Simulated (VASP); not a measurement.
BaTiO3:

```
Ba Ti O
1.0
     3.98543    0.00000    0.00000
     0.00000    3.98543    0.00000
     0.00000    0.00000    4.20048
Ba Ti O
1 1 3
Direct
  0.50000 0.50000 0.59126
  0.00000 0.00000 0.10842
  0.00000 0.50000 0.06025
  0.50000 0.00000 0.06025
  0.00000 0.00000 0.53981
```

| Item | Value |
| --- | --- |
| Program | VASP 6.6.1 |
| Task | relaxation of cell and atoms |
| Functional | PBEsol |
| Potentials or basis | VASP PAW PBE potentials, release 64 (Ba_sv, Ti_sv, O) |
| Cutoff | 600 eV |
| k mesh | 6 × 6 × 6 |
| Occupations | fermi-dirac, width 0.02 eV |
| Spin | no spin polarisation |

At the start: pressure -4.4 GPa; volume 13.34 Å³/atom.

Task: Where does the relaxation end?

Result: Over 17 steps the energy falls by 7.9 meV/atom and the volume is 12.79 Å³/atom (-4.1 %); space group P4mm (No. 99, to 0.05 Å).

Step by step:
| step | energy change (eV) | largest force (eV/Å) | pressure (GPa) | volume (Å³) |
| --- | --- | --- | --- | --- |
| 1 | 0.0000 | 0.0456 | -4.36 | 66.72 |
| 2 | -0.0011 | 0.7205 | 4.65 | 63.28 |
| 3 | -0.0250 | 0.3320 | -0.04 | 64.94 |
| 4 | -0.0293 | 0.0932 | 0.02 | 64.62 |
| 5 | -0.0294 | 0.0952 | 0.03 | 64.60 |
| 6 | -0.0330 | 0.0879 | -0.03 | 64.47 |
| 7 | -0.0381 | 0.0630 | -0.03 | 64.14 |
| 8 | -0.0383 | 0.0725 | -0.01 | 64.05 |
| 9 | -0.0392 | 0.0333 | -0.03 | 63.96 |
| 10 | -0.0393 | 0.0318 | -0.03 | 63.93 |
| 11 | -0.0393 | 0.0207 | 0.18 | 63.89 |
| 12 | -0.0394 | 0.0110 | 0.11 | 63.90 |
| 13 | -0.0394 | 0.0084 | -0.11 | 64.00 |
| 14 | -0.0394 | 0.0030 | -0.03 | 63.96 |
| 15 | -0.0394 | 0.0053 | 0.01 | 63.95 |
| 16 | -0.0394 | 0.0051 | 0.01 | 63.95 |
| 17 | -0.0394 | 0.0046 | 0.01 | 63.96 |

Final structure:
```
Ba Ti O
1.0
     3.96691    0.00000    0.00000
     0.00000    3.96691    0.00000
     0.00000    0.00000    4.06444
Ba Ti O
1 1 3
Direct
  0.50000 0.50000 0.58189
  0.00000 0.00000 0.09857
  0.00000 0.50000 0.06394
  0.50000 0.00000 0.06394
  0.00000 0.00000 0.55166
```

Caveat: the PAW data sets were made with another functional, which shifts forces and pressure a little.
